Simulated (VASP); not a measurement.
The system is Rh.

```
CELL_PARAMETERS angstrom
2.66927 0.00000 0.00000
-1.33463 2.31166 0.00000
0.00000 0.00000 4.29565
ATOMIC_POSITIONS crystal
Rh 0.66667 0.33333 0.75000
Rh 0.33333 0.66667 0.25000
```

This isn't the form of Rh at room conditions, which is fcc.

Base run:

- Program: VASP 6.6.1
- Functional: PBE
- Potentials or basis: VASP PAW PBE potentials, release 64 (Rh_pv)
- Cutoff: 500 eV
- k mesh: 21 × 21 × 12
- Occupations: gaussian, width 0.15 eV
- Spin: collinear spin, ferromagnetic start
- Starting moments: [0.625, 0.625] μB
- Fixed moment: 1.25 μB

Its results: pressure 21.4 GPa; site moments Rh +0.62 μB.

Problem. The run is repeated on the same cell with these changes: fixed moment from 1.25 μB to 1.75 μB; moments at the start from [0.62, 0.62] to [0.88, 0.88]. What comes out?

Solution. Pressure 23.9 GPa; site moments Rh +0.87 μB.

Caveats: the cell stands under pressure; the total moment is fixed, so each spin has its own Fermi level.
